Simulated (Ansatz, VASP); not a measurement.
## One calculation of Al2Pt, two programs

```
Al Pt
1.0
     0.00000    2.96482    2.96482
     2.96482    0.00000    2.96482
     2.96482    2.96482    0.00000
Al Pt
2 1
Direct
  0.25000 0.25000 0.25000
  0.75000 0.75000 0.75000
  0.00000 0.00000 0.00000
```

Alike in both runs: task single point; functional PBE; k mesh 10 × 10 × 10; occupations gaussian, width 0.05 eV; no spin polarisation.

|  | VASP | Ansatz |
| --- | --- | --- |
| version | VASP 6.6.1 | Ansatz 0.2.0 |
| potentials or method | VASP PAW PBE potentials, release 64 (Al, Pt), cutoff 520 eV | scalar-relativistic, plane waves, PAW |
| valence electrons in the cell | 16 | 24 |

|  | VASP | Ansatz | Ansatz less VASP |
| --- | --- | --- | --- |
| gap on the k mesh at the Fermi level (eV) | none | none | - |
| pressure (GPa) | 1.0 | 1.1 | +0.16 |

A gap of «none» marks a metal or a gap that the smearing closes. VASP's potentials hold 16 valence electrons a cell and Ansatz's 24, so a difference there can come from the potentials and not from the codes.

Spin-orbit coupling is off throughout.
